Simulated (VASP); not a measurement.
## Cs: single point with r2SCAN

Cs:

```
Cs
1.0
    -2.96478    2.96478    2.96478
     2.96478   -2.96478    2.96478
     2.96478    2.96478   -2.96478
Cs
1
Direct
  0.00000 0.00000 0.00000
```

| Property | Result |
| --- | --- |
| Program | VASP 6.6.1 |
| Task | single point |
| Functional | r2SCAN |
| Potentials or basis | VASP PAW PBE potentials, release 64 (Cs_sv) |
| Cutoff | 520 eV |
| k mesh | 10 × 10 × 10 |
| Occupations | gaussian, width 0.05 eV |
| Spin | no spin polarisation |

* Pressure: 0.4 GPa
* Band gap on the k mesh: zero (an odd number of electrons rules out a gap without spin polarisation)

Levels at points of the mesh, in eV from the Fermi level:
```tsv
k point	band 1	band 2	band 3	band 4	band 5	band 6	band 7	band 8	band 9
(0.00, 0.00, 0.00)	-24.78	-11.13	-11.13	-11.13	-1.90	2.83	2.83	2.83	3.77
(0.50, 0.00, 0.00)	-24.77	-11.32	-11.19	-11.13	0.02	0.90	1.80	3.71	4.33
(0.50, 0.50, 0.50)	-24.76	-11.26	-11.26	-11.26	0.51	0.51	3.52	3.52	3.52
```

Wall time 97 s on 1 thread of Intel(R) Xeon(R) 6975P-C (Granite Rapids), on a shared host, peak memory 0.26 GiB.

Caveat: the PAW data sets were made with another functional, which shifts forces and pressure a little; spin-orbit coupling is left out, which moves the levels of the heavy elements.
